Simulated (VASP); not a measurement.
# C19O in VASP: single point with PBE

Aim: the single point of C19O with PBE.

Program: VASP 6.6.1. These are calculated values, not measurements. Logs are shortened: lines on timing, memory, paths and dates and some standing lists are left out, and cuts for length are marked.

**1. The cell of the first run**

The cell holds a slab with vacuum, 20 atoms: a = 7.398 Å, b = 7.398 Å, c = 13.000 Å, α = 90.00°, β = 90.00°, γ = 120.00°.

**2. Single point, PBE**

Input file INCAR:

```
SYSTEM = C19O
PREC = Accurate
ENCUT = 520
EDIFF = 1E-7
ISMEAR = 0
SIGMA = 0.02
LREAL = Auto
LASPH = .True.
NELM = 80
ALGO = Normal
ISIF = 2
LWAVE = .False.
LCHARG = .False.
GGA = PE
NBANDS = 57
```

Input file KPOINTS:

```
regular mesh
0
Gamma
  2 2 1
  0 0 0
```

Input file POSCAR:

```
C19O
1.0
    7.3980000000      0.0000000000      0.0000000000
   -3.6990000000      6.4068560000      0.0000000000
    0.0000000000      0.0000000000     13.0000000000
C O
19 1
Direct
   -0.0057015461     -0.0087969825      0.0590953077
    0.2152184292      0.1016642172      0.0590969231
   -0.0077126556      0.3245941535      0.0590285385
    0.2172086073      0.4370460332      0.0590533077
   -0.0056542205      0.6599072931      0.0590840769
    0.2151539570      0.7703249457      0.0590902308
    0.3256201891     -0.0087390758      0.0591019231
    0.5505846965      0.1037408988      0.0590901538
    0.3276860333      0.3266180791      0.0590778462
    0.5484848802      0.4369973354      0.0590862308
    0.3276212196      0.6578323284      0.0590741538
    0.5485493714      0.7683177209      0.0590961538
    0.6610430069     -0.0067131211      0.0590890769
    0.8818356841      0.1036981321      0.0590669231
    0.6609865649      0.3245332812      0.0590683077
    0.8818928509      0.4349646691      0.0590354615
    0.6589455683      0.6579141158      0.0590985385
    0.8839058966      0.7703962755      0.0591004615
    0.1253048336      0.6033041791      0.3427313846
    0.1884280676      0.7430713286      0.3962712308
```

Potentials or basis: VASP PAW PBE potentials, release 64 (C, O).

Run with:

```console
cat potpaw_PBE.64/C/POTCAR potpaw_PBE.64/O/POTCAR > POTCAR
mpirun -np 1 vasp_std > vasp.out
```

OUTCAR:

```text
SYSTEM = C19O
   PREC = Accurate
   ENCUT = 520
   EDIFF = 1E-7
   ISMEAR = 0
   LREAL = Auto
   LASPH = .True.
   NELM = 80
   ISIF = 2
   GGA = PE

 ion  position               nearest neighbor table
   1  0.994  0.991  0.059-  18 1.41   2 1.42  14 1.44
   2  0.215  0.102  0.059-   7 1.41   1 1.42   9 1.44
   3  0.992  0.325  0.059-  16 1.41  14 1.42   4 1.44
   4  0.217  0.437  0.059-  11 1.41   9 1.42   3 1.44
   5  0.994  0.660  0.059-   6 1.41  18 1.42  16 1.44
   6  0.215  0.770  0.059-   5 1.41   7 1.42  11 1.44
[... 10 lines left out ...]
  17  0.659  0.658  0.059-  12 1.41  10 1.42  18 1.44
  18  0.884  0.770  0.059-   1 1.41   5 1.42  17 1.44
  19  0.125  0.603  0.343-  20 1.14
  20  0.188  0.743  0.396-  19 1.14

  LATTYP: Found a hexagonal cell.
 ALAT       =     7.3980000000
 C/A-ratio  =     1.7572316842

  Lattice vectors:

 A1 = (   7.3980000000,   0.0000000000,   0.0000000000)
 A2 = (  -3.6990000000,   6.4068560000,   0.0000000000)
 A3 = (   0.0000000000,   0.0000000000,  13.0000000000)

Analysis of symmetry for initial positions (statically):
=====================================================================
 Subroutine PRICEL returns:
 Original cell was already a primitive cell.

 Routine SETGRP: Setting up the symmetry group for a
 hexagonal supercell.

 Subroutine GETGRP returns: Found  1 space group operations
 (whereof  1 operations were pure point group operations)
 out of a pool of 24 trial point group operations.

The static configuration has the point symmetry C_1 .

Analysis of symmetry for dynamics (positions and initial velocities):
=====================================================================
 Subroutine PRICEL returns:
 Original cell was already a primitive cell.

 Routine SETGRP: Setting up the symmetry group for a
 hexagonal supercell.

 Subroutine GETGRP returns: Found  1 space group operations
 (whereof  1 operations were pure point group operations)
 out of a pool of 24 trial point group operations.

The dynamic configuration has the point symmetry C_1 .

 Subroutine INISYM returns: Found  1 space group operations
 (whereof  1 operations are pure point group operations),
 and found     1 'primitive' translations

----------------------------------------------------------------------------------------
[... 111 lines left out ...]
   NSW    =      0    number of steps for IOM
   IBRION =     -1    ionic relax: 0-MD 1-quasi-New 2-CG
   NFREE  =      0    steps in history (QN), initial steepest desc. (CG)
   ISIF   =      2    stress and relaxation
   ISYM   =      2    0-nonsym 1-usesym 2-fastsym
   POTIM  = 0.5000    time-step for ionic-motion
   TEBEG  =    0.0;   TEEND  =   0.0 temperature during run
   PSTRESS=    0.0 pullay stress
   NELECT =      82.0000    total number of electrons
   NUPDOWN=      -1.0000    fix difference up-down
   EMIN   =  10.00;   EMAX   =-10.00  energy-range for DOS
   EFERMI =   0.00;   METHOD = LEGACY
   ISMEAR =     0;   SIGMA  =   0.02  broadening in eV -4-tet -1-fermi 0-gaus
   EFERMI_NEDOS =   21; number of points for ismear=-14 and -15
   IALGO  =     38    algorithm
   IMIX   =      4    mixing-type and parameters
     AMIX     =   0.40;   BMIX     =  1.00
     AMIX_MAG =   1.60;   BMIX_MAG =  1.00
  volume/ion in A,a.u.               =      30.81       207.91
  Fermi-wavevector in a.u.,A,eV,Ry     =   0.835818  1.579468  9.504925  0.698592
  Thomas-Fermi vector in A             =   1.949440
   LORBIT       =      0    0 simple, 1 ext, 2 COOP (PROOUT), +10 PAW based schemes
   GGA     = PE    functional components
   LHFCALC =     F    Hartree Fock is set to
   AEXX    =    0.0000 exact exchange contribution
   IVDW    =     0    specifies the selected vdW correction
   LEPSILON=     F    determine dielectric tensor
   LRPA    =     F    only Hartree local field effects (RPA)
 non-spin polarized calculation
 Gauss-broadening in eV      SIGMA  =   0.02
  energy-cutoff  :      520.00
  volume of cell :      616.17
 maximum number of plane-waves:     16651
 NGX is ok and might be reduce to    56
   NGX = 27   NGY = 27   NGZ = 49

 number of electron      82.0000000 magnetization

 Free energy of the ion-electron system (eV)
  ---------------------------------------------------
  ext. energy  EPLUGINS =         0.00000000
  ---------------------------------------------------
  free energy    TOTEN  =      -180.41540818 eV

  energy without entropy =     -180.41540818  energy(sigma->0) =     -180.41540818

 E-fermi :  -1.6493     XC(G=0):  -3.9608

 val. band max:       -1.7655948226   @ k =   0.0000   0.0000   0.0000
 cond. band min:      -1.5489963995   @ k =   0.0000   0.0000   0.0000
 fundamental gap:      0.2165984231
 Fermi energy:        -1.6492553646

 k-point     1 :       0.0000    0.0000    0.0000
  band No.  band energies     occupation
      1     -26.8177      2.00000
      2     -21.1804      2.00000
      3     -18.6841      2.00000
      4     -18.6802      2.00000
      5     -18.5556      2.00000
      6     -18.5539      2.00000
[... 213 lines left out ...]
     52       3.4567      0.00000
     53       3.6680      0.00000
 [bands above 53 left out]

------------------------ aborting loop because EDIFF is reached ----------------------------------------

  FORCE on cell =-STRESS in cart. coord.  units (eV):
  Direction    XX          YY          ZZ          XY          YZ          ZX
  --------------------------------------------------------------------------------------
  -------------------------------------------------------------------------------------
  Total        1.5996595      2.2379403      0.2328741     -0.0396840      0.5113968     -0.0386678
  in kB        4.1594459      5.8191082      0.6055210     -0.1031865      1.3297375     -0.1005442
  external PRESSURE =       3.5280250 kB  Pullay stress =       0.0000000 kB

 VOLUME and BASIS-vectors are now :
 -----------------------------------------------------------------------------
  energy-cutoff  :      520.00
  volume of cell :      616.17
      direct lattice vectors                 reciprocal lattice vectors
     7.398000000  0.000000000  0.000000000     0.135171668  0.078041398  0.000000000
    -3.699000000  6.406856000  0.000000000     0.000000000  0.156082796  0.000000000
     0.000000000  0.000000000 13.000000000     0.000000000  0.000000000  0.076923077

 POSITION                                       TOTAL-FORCE (eV/Angst)
 -----------------------------------------------------------------------------------
      3.68936      6.35049      0.76824        -0.007766      0.008228      0.001307
      1.21613      0.65135      0.76826        -0.001325      0.000492     -0.001231
      6.14027      2.07963      0.76737         0.007355     -0.002214     -0.003482
     -0.00972      2.80009      0.76769        -0.007935     -0.008587      0.002378
      4.91517      4.22793      0.76809         0.001634     -0.006763     -0.000127
     -1.25772      4.93536      0.76817         0.001032     -0.006232     -0.004341
[... 12 lines left out ...]
     -1.30462      3.86528      4.45551         0.040302     -0.739118     -0.571576
     -1.35463      4.76075      5.15153        -0.039172      0.743133      0.579846
 -----------------------------------------------------------------------------------
    total drift:                               -0.000745     -0.004248     -0.073916

  FREE ENERGIE OF THE ION-ELECTRON SYSTEM (eV)
  ---------------------------------------------------
  free  energy   TOTEN  =      -180.4154081823 eV

  energy  without entropy=     -180.4154081823  energy(sigma->0) =     -180.41540818
```

stdout:

```text
POSCAR found type information on POSCAR C O
 POSCAR found :  2 types and      20 ions
 scaLAPACK will be used
 LDA part: xc-table for (Slater+PW92), standard interpolation
 POSCAR, INCAR and KPOINTS ok, starting setup
 FFT: planning ... GRIDC
 FFT: planning ... GRID_SOFT
 FFT: planning ... GRID
 WAVECAR not read
 entering main loop
```

It took 9.3 min on 1 thread of Oxide Virtual Turin-like, shared host; peak memory 0.59 GiB.

What came out:

```
Free energy            : -180.4154 eV
Largest force          : 0.943 eV/Å
Band gap on the k mesh : 0.22 eV
```

Forces in eV/Å, atoms in the order of the input:
```
C   -0.008  0.008  0.001
C   -0.001  0.000 -0.001
C    0.007 -0.002 -0.003
C   -0.008 -0.009  0.002
C    0.002 -0.007  0.000
C    0.001 -0.006 -0.004
C    0.006  0.002  0.004
C   -0.002 -0.003 -0.003
C   -0.001 -0.002 -0.002
C    0.006 -0.004  0.003
C   -0.006  0.005  0.001
C    0.000  0.007  0.001
C    0.004 -0.005  0.001
C    0.005  0.001 -0.001
C   -0.002  0.003 -0.003
C    0.002  0.009  0.000
C    0.001  0.004 -0.004
C   -0.007 -0.005  0.002
C    0.040 -0.739 -0.572
O   -0.039  0.743  0.580
```

Levels at points of the mesh, in eV from the valence-band top:
```csv
k point,band 38,band 39,band 40,band 41,band 42,band 43,band 44,band 45
"(0.00, 0.00, 0.00)",-2.93,-2.93,0.00,0.00,0.22,0.22,2.23,2.25
"(0.50, 0.00, 0.00)",-2.57,-2.52,-2.52,-2.25,1.78,2.20,2.24,2.59
"(0.00, 0.50, 0.00)",-2.57,-2.52,-2.52,-2.25,1.78,2.24,2.25,2.59
"(0.50, 0.50, 0.00)",-2.57,-2.52,-2.52,-2.25,1.78,2.20,2.24,2.60
```

Caveat: the k points lie up to 0.49 Å⁻¹ apart; there is no dipole correction, which matters where the two faces differ.
